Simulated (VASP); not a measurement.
Here is a VASP 6.6.1 calculation.

Contents of POSCAR:

```
C
1.0
    4.2551700000      0.0000000000      0.0000000000
    0.0000000000      4.2551700000      0.0000000000
    0.0000000000      0.0000000000      1.2822900000
C
1
Direct
    0.5000000000      0.5000000000      0.5000000000
```

INCAR.step1

```
ALGO = Normal
EDIFF = 1E-5
EDIFFG = -0.005
ENCUT = 1300
GGA = PE
GGA_COMPAT = False
IBRION = 2
ISIF = 3
ISMEAR = -1
LASPH = True
LCHARG = False
LREAL = False
LWAVE = True
NBANDS = 8
NELM = 120
NELMIN = 4
NSW = 100
PREC = Accurate
SIGMA = 0.05
```

INCAR.step2

```
AEXX = 1.0
AGGAC = 0.0
ALDAC = 0.0
ALGO = Normal
EDIFF = 1E-7
EDIFFG = -0.01
ENCUT = 1300
GGA = PE
GGA_COMPAT = False
IBRION = 2
ISIF = 3
ISMEAR = -1
ISTART = 1
LASPH = True
LCHARG = False
LHFCALC = True
LREAL = False
LWAVE = False
NELM = 120
NELMIN = 4
NSW = 60
PREC = Accurate
PRECFOCK = Normal
SIGMA = 0.05
```

KPOINTS

```
k-points
0
Gamma
  3 3 10
```

Potentials or basis: VASP PAW PBE potentials, release 64 (C_h).

The run is started by

```sh
$ cat potpaw_PBE.64/C_h/POTCAR > POTCAR
$ cp INCAR.step1 INCAR
$ mpirun -np 1 vasp_std > vasp.out
$ cp INCAR.step2 INCAR
$ mpirun -np 1 vasp_std > vasp.out
```

Problem. What does it give for the relaxed cell?

Solution. a = 4.255 Å, b = 4.255 Å, c = 1.258 Å, α = 90.00°, β = 90.00°, γ = 90.00°.

Problem. What does it give for the space group after relaxing (to 0.1 Å)?

Solution. P4/mmm (No. 123).

Final structure:
```yaml
crystal:
  lattice:
    - [4.25541, 0.00000, 0.00000]
    - [0.00000, 4.25541, 0.00000]
    - [0.00000, 0.00000, 1.25792]
  atoms:
    - { symbol: C, position: [0.50000, 0.50000, 0.50000] }
```
